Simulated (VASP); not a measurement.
# CuW2 (C2/m) in VASP: further runs

The runs below take CuW2 through single point, with PBE.

Everything below comes from runs of VASP 6.6.1. Logs are shortened: lines on timing, memory, paths and dates and some standing lists are left out, and cuts for length are marked.

### 1 The cell of the first run

The structure is monoclinic, space group C2/m (No. 12). The conventional cell has a = 5.230 Å, b = 3.011 Å, c = 6.355 Å, α = 90.00°, β = 106.69°, γ = 90.00°. Within 3.6 Å of Cu (site symmetry 2/m) lie 6 W at 2.73 Å and 6 Cu at 3.01 to 3.02 Å. W (site symmetry m) has 9 W at 2.52 to 3.02 Å and 3 Cu at 2.73 Å within 3.3 Å.

### 2 Single point, PBE

INCAR

```
SYSTEM = CuW2
PREC = Accurate
ENCUT = 520
EDIFF = 1E-6
ISMEAR = 0
SIGMA = 0.1
LREAL = .FALSE.
LASPH = .TRUE.
NELM = 100
ALGO = Normal
ISIF = 2
LWAVE = .FALSE.
LCHARG = .FALSE.
GGA = PE
NBANDS = 26
```

KPOINTS

```
Automatic mesh
0
G
  18 18 8
  0 0 0
```

POSCAR

```
CuW2
1.0
    2.6149243650     -1.5057285187      0.0031622644
    2.6149243650      1.5057285187      0.0031622644
   -1.8322115508      0.0000000000      6.0850008589
Cu W
1 2
Direct
    0.0000000000      0.0000000000      0.0000000000
    0.7857308876      0.7857308876      0.3451338591
    0.2142691124      0.2142691124      0.6548661409
```

Potentials or basis: VASP PAW PBE potentials, release 64 (Cu, W_sv).

The run is started by

```bash
$ cat potpaw_PBE.64/Cu/POTCAR potpaw_PBE.64/W_sv/POTCAR > POTCAR
$ mpirun -np 1 vasp_std > vasp.out
```

OUTCAR:

```text
SYSTEM = CuW2
   PREC = Accurate
   ENCUT = 520
   EDIFF = 1E-6
   ISMEAR = 0
   LREAL = .FALSE.
   LASPH = .TRUE.
   NELM = 100
   ISIF = 2
   GGA = PE

 ion  position               nearest neighbor table
   1  0.000  0.000  0.000-   2 2.73   2 2.73   3 2.73   3 2.73   2 2.73   3 2.73
   2  0.786  0.786  0.345-   3 2.52   3 2.59   3 2.59   1 2.73   1 2.73   1 2.73
   3  0.214  0.214  0.655-   2 2.52   2 2.59   2 2.59   1 2.73   1 2.73   1 2.73

  LATTYP: Found a base centered monoclinic cell.
 ALAT       =     5.2298525542
 B/A-ratio  =     0.5758206386
 C/A-ratio  =     1.2151124852
 COS(beta)  =    -0.2871584565

  Lattice vectors:

 A1 = (   2.6149243650,  -1.5057285187,   0.0031622644)
 A2 = (   2.6149243650,   1.5057285187,   0.0031622644)
 A3 = (  -1.8322115508,   0.0000000000,   6.0850008589)

Analysis of symmetry for initial positions (statically):
=====================================================================
 Subroutine PRICEL returns:
 Original cell was already a primitive cell.

 Routine SETGRP: Setting up the symmetry group for a
 base centered monoclinic supercell.

 Subroutine GETGRP returns: Found  4 space group operations
 (whereof  4 operations were pure point group operations)
 out of a pool of  4 trial point group operations.

The static configuration has the point symmetry C_2h.

Analysis of symmetry for dynamics (positions and initial velocities):
=====================================================================
 Subroutine PRICEL returns:
 Original cell was already a primitive cell.

 Routine SETGRP: Setting up the symmetry group for a
 base centered monoclinic supercell.

 Subroutine GETGRP returns: Found  4 space group operations
 (whereof  4 operations were pure point group operations)
 out of a pool of  4 trial point group operations.

The dynamic configuration has the point symmetry C_2h.

 Subroutine INISYM returns: Found  4 space group operations
 (whereof  4 operations are pure point group operations),
 and found     1 'primitive' translations

----------------------------------------------------------------------------------------

                                     Primitive cell

  volume of cell :      47.9352

  direct lattice vectors                    reciprocal lattice vectors
     2.614924365 -1.505728519  0.003162264     0.191140520 -0.332065172  0.057552969
     2.614924365  1.505728519  0.003162264     0.191140520  0.332065172  0.057552969
    -1.832211551  0.000000000  6.085000859    -0.000198665  0.000000000  0.164278696

  length of vectors
     3.017458833  3.017458833  6.354859135     0.387445895  0.387445895  0.164278816

  position of ions in fractional coordinates (direct lattice)
     0.000000000  0.000000000  0.000000000
     0.785730888  0.785730888  0.345133859
     0.214269112  0.214269112  0.654866141

  ion indices of the primitive-cell ions
   primitive index   ion index
                 1           1
                 2           2
                 3           3

----------------------------------------------------------------------------------------

 KPOINTS: Automatic mesh

Automatic generation of k-mesh.
 Grid dimensions read from file:
 generate k-points for:   18   18    8

 Generating k-lattice:

  Cartesian coordinates                     Fractional coordinates (reciprocal lattice)
     0.010618918 -0.018448065  0.003197387     0.055555556 -0.000000000 -0.000000000
     0.010618918  0.018448065  0.003197387    -0.000000000  0.055555556 -0.000000000
    -0.000024833  0.000000000  0.020534837     0.000000000  0.000000000  0.125000000

  Length of vectors
     0.021524772  0.021524772  0.020534852

  Shift w.r.t. Gamma in fractional coordinates (k-lattice)
     0.000000000  0.000000000  0.000000000

 Subroutine IBZKPT returns following result:
 ===========================================

 Found    695 irreducible k-points:

 Following reciprocal coordinates:
            Coordinates               Weight
  0.000000  0.000000  0.000000      1.000000
  0.055556  0.000000  0.000000      4.000000
  0.111111  0.000000  0.000000      4.000000
  0.166667  0.000000  0.000000      4.000000
  0.222222  0.000000 -0.000000      4.000000
  0.277778  0.000000  0.000000      4.000000
[... 16 lines left out ...]
 -0.277778  0.055556  0.000000      4.000000
 -0.222222  0.055556  0.000000      4.000000
 [... further k-points ...]
   k-points           NKPTS =    695   k-points in BZ     NKDIM =    695   number of bands    NBANDS=     26
   number of dos      NEDOS =    301   number of ions     NIONS =      3
   total plane-waves  NPLWV =  27648
   dimension x,y,z NGX =    24 NGY =   24 NGZ =   48
   dimension x,y,z NGXF=    48 NGYF=   48 NGZF=   96
   ions per type =               1   2
   NGX,Y,Z   is equivalent  to a cutoff of  13.22, 13.22, 12.56 a.u.
   NGXF,Y,Z  is equivalent  to a cutoff of  26.45, 26.45, 25.11 a.u.
 SYSTEM =  CuW2
   PREC   = accura    normal or accurate (medium, high low for compatibility)
   ISTART =      0    job   : 0-new  1-cont  2-samecut
   ICHARG =      2    charge: 1-file 2-atom 10-const
   ISPIN  =      1    spin polarized calculation?
   LNONCOLLINEAR =      F non collinear calculations
   LSORBIT =      F    spin-orbit coupling
   LASPH  =      T    aspherical Exc in radial PAW
   ENCUT  =  520.0 eV  38.22 Ry    6.18 a.u.   5.61  5.61 11.82*2*pi/ulx,y,z
   NELM   =    100;   NELMIN=  2; NELMDL= -5     # of ELM steps
   EDIFF  = 0.1E-05   stopping-criterion for ELM
   LREAL  =      F    real-space projection
   EDIFFG = 0.1E-04   stopping-criterion for IOM
   NSW    =      0    number of steps for IOM
   IBRION =     -1    ionic relax: 0-MD 1-quasi-New 2-CG
   NFREE  =      0    steps in history (QN), initial steepest desc. (CG)
   ISIF   =      2    stress and relaxation
   ISYM   =      2    0-nonsym 1-usesym 2-fastsym
   POTIM  = 0.5000    time-step for ionic-motion
   TEBEG  =    0.0;   TEEND  =   0.0 temperature during run
   PSTRESS=    0.0 pullay stress
   NELECT =      39.0000    total number of electrons
   NUPDOWN=      -1.0000    fix difference up-down
   EMIN   =  10.00;   EMAX   =-10.00  energy-range for DOS
   EFERMI =   0.00;   METHOD = LEGACY
   ISMEAR =     0;   SIGMA  =   0.10  broadening in eV -4-tet -1-fermi 0-gaus
   EFERMI_NEDOS =   21; number of points for ismear=-14 and -15
   IALGO  =     38    algorithm
   IMIX   =      4    mixing-type and parameters
     AMIX     =   0.40;   BMIX     =  1.00
     AMIX_MAG =   1.60;   BMIX_MAG =  1.00
  volume/ion in A,a.u.               =      15.98       107.83
  Fermi-wavevector in a.u.,A,eV,Ry     =   1.528310  2.888088 31.779564  2.335732
  Thomas-Fermi vector in A             =   2.636086
   LORBIT       =      0    0 simple, 1 ext, 2 COOP (PROOUT), +10 PAW based schemes
   GGA     = PE    functional components
   LHFCALC =     F    Hartree Fock is set to
   AEXX    =    0.0000 exact exchange contribution
   IVDW    =     0    specifies the selected vdW correction
   LEPSILON=     F    determine dielectric tensor
   LRPA    =     F    only Hartree local field effects (RPA)
 non-spin polarized calculation
 Gauss-broadening in eV      SIGMA  =   0.10
  energy-cutoff  :      520.00
  volume of cell :       47.94
 maximum number of plane-waves:      1318
   NGX = 11   NGY = 11   NGZ = 23

 number of electron      38.9999995 magnetization

 Free energy of the ion-electron system (eV)
  ---------------------------------------------------
  ext. energy  EPLUGINS =         0.00000000
  ---------------------------------------------------
  free energy    TOTEN  =       -27.72841019 eV

  energy without entropy =      -27.71497610  energy(sigma->0) =      -27.72169315

 E-fermi :   8.9123     XC(G=0): -12.7502

 val. band max:        8.9116856568   @ k =  -0.1667   0.1667   0.3750
 cond. band min:       8.9123128883   @ k =  -0.1111  -0.0000   0.1250
 fundamental gap:      0.0006272315
 Fermi energy:         8.9122881087

 k-point     1 :       0.0000    0.0000    0.0000
  band No.  band energies     occupation
      1     -64.8432      2.00000
      2     -64.6474      2.00000
      3     -29.6258      2.00000
      4     -28.9105      2.00000
      5     -28.8443      2.00000
      6     -28.5663      2.00000
[... 18 lines left out ...]
     25      12.9844      0.00000
     26      13.2638      0.00000

 k-point     2 :       0.0556    0.0000    0.0000
  band No.  band energies     occupation
      1     -64.8409      2.00000
      2     -64.6475      2.00000
      3     -29.6219      2.00000
      4     -28.9246      2.00000
      5     -28.8673      2.00000
      6     -28.5759      2.00000
[... 18 lines left out ...]
     25      13.1288      0.00000
     26      13.3747      0.00000

 k-point     3 :       0.1111    0.0000    0.0000
  band No.  band energies     occupation
      1     -64.8343      2.00000
      2     -64.6482      2.00000
      3     -29.6111      2.00000
      4     -28.9816      2.00000
      5     -28.9074      2.00000
      6     -28.6054      2.00000
[... 18 lines left out ...]
     25      13.2427      0.00000
     26      13.7977      0.00000

 k-point     4 :       0.1667    0.0000    0.0000
  band No.  band energies     occupation
      1     -64.8238      2.00000
      2     -64.6496      2.00000
      3     -29.5965      2.00000
      4     -29.0799      2.00000
      5     -28.9423      2.00000
      6     -28.6500      2.00000
[... 18 lines left out ...]
     25      13.2879      0.00000
     26      14.2888      0.00000
[... 496 lines left out ...]
      1     -64.7712      2.00000
      2     -64.6623      2.00000
      3     -29.5751      2.00000
      4     -29.4448      2.00000
      5     -29.0842      2.00000
      6     -28.7473      2.00000
[... 18 lines left out ...]
     25      13.2182      0.00000
     26      14.9268      0.00000

 k-point    23 :      -0.2778    0.0556    0.0000
  band No.  band energies     occupation
      1     -64.7864      2.00000
      2     -64.6572      2.00000
      3     -29.5718      2.00000
      4     -29.3525      2.00000
      5     -29.0567      2.00000
      6     -28.7403      2.00000
[... 18 lines left out ...]
     25      13.1921      0.00000
     26      14.9389      0.00000

 k-point    24 :      -0.2222    0.0556    0.0000
  band No.  band energies     occupation
      1     -64.8020      2.00000
      2     -64.6532      2.00000
      3     -29.5758      2.00000
      4     -29.2442      2.00000
      5     -29.0227      2.00000
      6     -28.7155      2.00000
[... 18 lines left out ...]
     25      13.2733      0.00000
     26      14.8013      0.00000

 [... further k-points ...]
[... 5 lines left out ...]
  --------------------------------------------------------------------------------------
  -------------------------------------------------------------------------------------
  Total        0.1949297      0.1852408      0.2413409      0.0000000      0.0000000      0.0097883
  in kB        6.5152939      6.1914543      8.0665348      0.0000000      0.0000000      0.3271608
  external PRESSURE =       6.9244277 kB  Pullay stress =       0.0000000 kB

 VOLUME and BASIS-vectors are now :
 -----------------------------------------------------------------------------
  energy-cutoff  :      520.00
  volume of cell :       47.94
      direct lattice vectors                 reciprocal lattice vectors
     2.614924365 -1.505728519  0.003162264     0.191140520 -0.332065172  0.057552969
     2.614924365  1.505728519  0.003162264     0.191140520  0.332065172  0.057552969
    -1.832211551  0.000000000  6.085000859    -0.000198665  0.000000000  0.164278696

 POSITION                                       TOTAL-FORCE (eV/Angst)
 -----------------------------------------------------------------------------------
      0.00000      0.00000      0.00000         0.000000      0.000000      0.000000
      3.47690      0.00000      2.10511        -0.003900      0.000000     -0.032757
     -0.07926      0.00000      3.98622         0.003900      0.000000      0.032757
 -----------------------------------------------------------------------------------
    total drift:                               -0.000000     -0.000000      0.000000

  FREE ENERGIE OF THE ION-ELECTRON SYSTEM (eV)
  ---------------------------------------------------
  free  energy   TOTEN  =       -27.7284101917 eV

  energy  without entropy=      -27.7149761007  energy(sigma->0) =      -27.72169315
```

It took 15 min on 1 thread of Intel Xeon Platinum 8259CL at 2.50GHz (Skylake/Cascade Lake), shared host; peak memory 0.81 GiB.

What came out:

```
Free energy   : -27.7284 eV
Pressure      : 0.7 GPa
Largest force : 0.033 eV/Å
```

Forces in eV/Å, atoms in the order of the input:
```
Cu   0.000  0.000  0.000
W   -0.004  0.000 -0.033
W    0.004  0.000  0.033
```

Caveat: spin-orbit coupling is left out, which moves the levels of the heavy elements.

### 3 Single point, PBE

This run uses another cell than the first one, of 16.07 Å³/atom, 1.006 times its volume.

INCAR

```
  PREC = Accurate
  ENCUT = 520
  EDIFF = 1E-7
  ISMEAR = 0
  SIGMA = 0.1
  LREAL = F
  LASPH = T
  NELM = 100
  ALGO = Normal
  ISIF = 2
  LWAVE = F
  LCHARG = F
  GGA = PE
  NBANDS = 26
```

KPOINTS

```
regular mesh
0
Gamma
  6 6 4
```

POSCAR

```
CuW2
1.0
    2.6165628608     -1.5118612807     -0.0275942331
    2.6165628608      1.5118612807     -0.0275942331
   -1.7764804023      0.0000000000      6.1114336818
Cu W
1 2
Direct
    0.0000000000      0.0000000000      0.0000000000
    0.7865520808      0.7865520808      0.3474716793
    0.2134479192      0.2134479192      0.6525283207
```

Potentials or basis: VASP PAW PBE potentials, release 64 (Cu, W_sv).

The run is started by

```bash
$ cat potpaw_PBE.64/Cu/POTCAR potpaw_PBE.64/W_sv/POTCAR > POTCAR
$ mpirun -np 1 vasp_std > vasp.out
```

Run time: 70 s. Hardware: 1 thread of Intel Xeon Platinum 8259CL at 2.50GHz (Skylake/Cascade Lake), shared host; peak memory 0.2 GiB.

Results (log left out):

* Free energy: -27.7395 eV
* Pressure: 0.8 GPa
* Largest force: 0.065 eV/Å

Forces on the atoms (eV/Å):
```
Cu   0.000  0.000  0.000
W    0.027  0.000 -0.060
W   -0.027  0.000  0.060
```

Stress tensor (GPa, compression positive):
```
 0.81  0.00 -0.18
 0.00  0.68  0.00
-0.18  0.00  0.92
```

Levels at points of the mesh, in eV from the Fermi level:
| k point | band 17 | band 18 | band 19 | band 20 | band 21 | band 22 | band 23 | band 24 |
| --- | --- | --- | --- | --- | --- | --- | --- | --- |
| (0.00, 0.00, 0.00) | -1.52 | -1.52 | -1.26 | -1.22 | -1.06 | 1.99 | 2.27 | 2.61 |
| (0.50, 0.00, 0.00) | -2.19 | -1.07 | -0.86 | 1.09 | 1.19 | 2.68 | 3.56 | 4.52 |
| (0.50, 0.50, 0.00) | -1.71 | -1.30 | -0.19 | 0.39 | 1.49 | 2.50 | 3.31 | 3.58 |
| (0.00, 0.00, 0.50) | -1.41 | -1.40 | -1.10 | -1.10 | 0.57 | 1.86 | 2.19 | 2.55 |
| (0.50, 0.00, 0.50) | -1.77 | -1.36 | -0.25 | 0.35 | 1.85 | 2.48 | 3.48 | 3.51 |
| (0.50, 0.50, 0.50) | -2.23 | -1.05 | -0.75 | 0.81 | 1.34 | 2.68 | 3.35 | 4.64 |

Caveat: the k points lie up to 0.40 Å⁻¹ apart; spin-orbit coupling is left out, which moves the levels of the heavy elements.
